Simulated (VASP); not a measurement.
**Zr2NbTe4: single point with PBE**

Zr2NbTe4:

```
Zr Nb Te
1.0
     4.45087    0.00000    0.00000
     0.00000    4.45087    0.00000
     0.00000    0.00000    9.20014
Zr Nb Te
2 1 4
Direct
  0.50000 0.00000 0.27647
  0.00000 0.50000 0.72353
  0.50000 0.50000 0.00000
  0.50000 0.50000 0.50000
  0.00000 0.00000 0.50000
  0.50000 0.00000 0.82471
  0.00000 0.50000 0.17529
```

The cell was generated, and may not be a known phase.

```json
{
  "Program": "VASP 6.6.1",
  "Task": "single point",
  "Functional": "PBE",
  "Potentials or basis": "VASP PAW PBE potentials, release 64 (Zr_sv, Nb_sv, Te)",
  "Cutoff": "500 eV",
  "k mesh": "4 × 4 × 2",
  "Occupations": "gaussian, width 0.2 eV",
  "Spin": "no spin polarisation"
}
```

* Pressure: -0.1 GPa
* Largest force: 0.025 eV/Å
* Band gap on the k mesh: zero (an odd number of electrons rules out a gap without spin polarisation)

Forces in eV/Å, atoms in the order of the input:
```
Zr   0.000  0.000  0.009
Zr   0.000  0.000 -0.009
Nb   0.000  0.000  0.000
Te   0.000  0.000  0.000
Te   0.000  0.000  0.000
Te   0.000  0.000  0.025
Te   0.000  0.000 -0.025
```

Stress tensor (GPa, compression positive):
```
-0.17  0.00  0.00
 0.00 -0.17  0.00
 0.00  0.00  0.10
```

Levels at points of the mesh, in eV from the Fermi level:
```tsv
k point	band 29	band 30	band 31	band 32	band 33	band 34
(0.00, 0.00, 0.00)	-0.43	-0.43	-0.36	0.28	0.54	0.75
(0.50, 0.00, 0.00)	-0.54	-0.34	-0.14	0.04	0.09	0.75
(0.50, 0.50, 0.00)	-0.07	0.36	0.52	0.52	0.56	0.84
(0.00, 0.00, 0.50)	-0.46	-0.39	-0.36	-0.31	0.12	0.75
(0.50, 0.00, 0.50)	-0.35	-0.34	-0.27	0.17	0.48	0.54
(0.50, 0.50, 0.50)	-0.10	0.38	0.50	0.50	0.76	0.87
```

Run time: 3 min on 1 thread of Intel Xeon 8259CL, with other jobs on the host, peak memory 0.26 GiB.

Caveat: spin-orbit coupling is left out, which moves the levels of the heavy elements.
